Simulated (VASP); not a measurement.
## Ge: single point with PBE

The system is Ge.

```
CELL_PARAMETERS angstrom
4.05816 0.00000 0.00000
-2.02908 3.51447 0.00000
0.00000 0.00000 6.69253
ATOMIC_POSITIONS crystal
Ge 0.66667 0.33333 0.06279
Ge 0.33333 0.66667 0.56279
Ge 0.66667 0.33333 0.43721
Ge 0.33333 0.66667 0.93721
```

* Program: VASP 6.6.1
* Task: single point
* Functional: PBE
* Potentials or basis: VASP PAW PBE potentials, release 64 (Ge_d)
* Cutoff: 520 eV
* k mesh: 15 × 15 × 8
* Occupations: gaussian, width 0.1 eV
* Spin: no spin polarisation
* Dipole correction: no
* Further INCAR settings: ALGO = Normal; EDIFF = 1e-07; NBANDS = 36

- Pressure: -0.1 GPa
- Band gap on the k mesh: zero (band 28 reaches 4.55 eV, above the bottom of band 29 at 4.54 eV)

Levels at points of the mesh, in eV from the Fermi level:
```
           k point  band 25  band 26  band 27  band 28  band 29  band 30  band 31  band 32
(0.00, 0.00, 0.00)    -1.45    -0.44    -0.23    -0.18     0.07     0.07     2.23     2.23
(0.00, 0.00, 0.50)    -0.85    -0.85    -0.85    -0.85     0.51     0.51     3.29     3.29
```

Run time: 3.1 min on 1 thread of Intel(R) Xeon(R) 6975P-C (Granite Rapids), with other jobs on the host, peak memory 0.42 GiB.
